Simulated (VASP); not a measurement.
A run of VASP 6.6.1:

Contents of INCAR:

```
ALGO = Normal ; EDIFF = 1E-6
EDIFFG = -0.01 ; ENCUT = 600
GGA = PE ; IBRION = 2
ISIF = 3 ; ISMEAR = 0
LASPH = True ; LCHARG = False
LREAL = False ; LWAVE = False
NELM = 60 ; NSW = 100
PREC = Accurate ; SIGMA = 0.02
```

File KPOINTS:

```
k-points
0
Gamma
  6 6 6
```

File POSCAR:

```
BaTe
1.0
    4.8087295386     -0.0000000029      0.0000000000
   -2.4043647668      4.1644819418      0.0000000000
    0.0000000000      0.0000000000      4.4107795744
Ba Te
1 1
Direct
    0.3333333333      0.6666666667      0.5000000000
    0.6666666667      0.3333333333      0.0000000000
```

Potentials or basis: VASP PAW PBE potentials, release 64 (Ba_sv, Te).

Command:

```console
$ cat potpaw_PBE.64/Ba_sv/POTCAR potpaw_PBE.64/Te/POTCAR > POTCAR
$ mpirun -np 1 vasp_std > vasp.out
```

Hardware: 1 thread of Intel Xeon 8259CL, on a shared host.

Problem. Estimate the wall time of this run.

Solution. It took 90 s on 1 thread of Intel Xeon 8259CL (shared host), peak memory 0.27 GiB. Counts: scf iterations 25, k points 28, ion steps 3.
